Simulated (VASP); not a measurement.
Write the native input for VASP 6.6.1 that does the following.

```
Task                   : single point
Functional             : LDA
Potentials or basis    : VASP PAW LDA potentials, release 64 (Ga_d, P)
Cutoff                 : 520 eV
k mesh                 : 12 × 12 × 12
Occupations            : gaussian, width 0.05 eV
Spin                   : no spin polarisation
Dipole correction      : no
Further INCAR settings : ALGO = Normal; EDIFF = 1e-07; NBANDS = 26
```

The structure of GaP lies in POSCAR:

```
GaP
1.0
    2.0984563895      1.2115443614      5.9163452923
   -2.0984563895      1.2115443614      5.9163452923
    0.0000000000     -2.4230887228      5.9163452923
Ga P
2 2
Direct
    0.4353720000      0.4353720000      0.4353720000
    0.5646280000      0.5646280000      0.5646280000
    0.0573890000      0.0573890000      0.0573890000
    0.9426110000      0.9426110000      0.9426110000
```

This cell differs from its parent crystal: strain +0.080 along x and y, -0.080 along z.

The input as run:

INCAR

```
ALGO     = Normal         # electronic algorithm
EDIFF    = 1E-7           # SCF threshold, eV
ENCUT    = 520            # plane-wave cutoff, eV
ISIF     = 2              # what is computed and relaxed
ISMEAR   = 0              # smearing method
LASPH    = True           # aspherical terms in the spheres
LCHARG   = True           # write CHGCAR
LELF     = True           # ELF
LREAL    = False          # projectors in reciprocal space
LVHAR    = True         
LWAVE    = False          # write WAVECAR
NBANDS   = 26             # bands
NELM     = 80             # most SCF steps
PREC     = Accurate       # precision mode
SIGMA    = 0.05           # smearing width, eV
```

KPOINTS

```
k-points
0
Gamma
  12 12 12
```

Potentials or basis: VASP PAW LDA potentials, release 64 (Ga_d, P).

The run is started by

```sh
$ cat potpaw_LDA.64/Ga_d/POTCAR potpaw_LDA.64/P/POTCAR > POTCAR
$ mpirun -np 1 vasp_std > vasp.out
```

Results of the run:

```
Pressure               : -4.0 GPa
Largest force          : 2.490 eV/Å
Band gap on the k mesh : zero (bands 18 and 19 overlap by 0.33 eV)
```

Caveat: the cell differs from its parent crystal (strain +0.080 along x and y, -0.080 along z); the cell stands under tension; semilocal functionals underestimate gaps, so a narrow gap can read as zero; forces of over 1 eV/Å act on the atoms, so gaps and moduli don't describe the material at rest.

Run time: 16 min on 1 thread of Intel Xeon 8259CL, with other jobs on the host, peak memory 0.52 GiB.
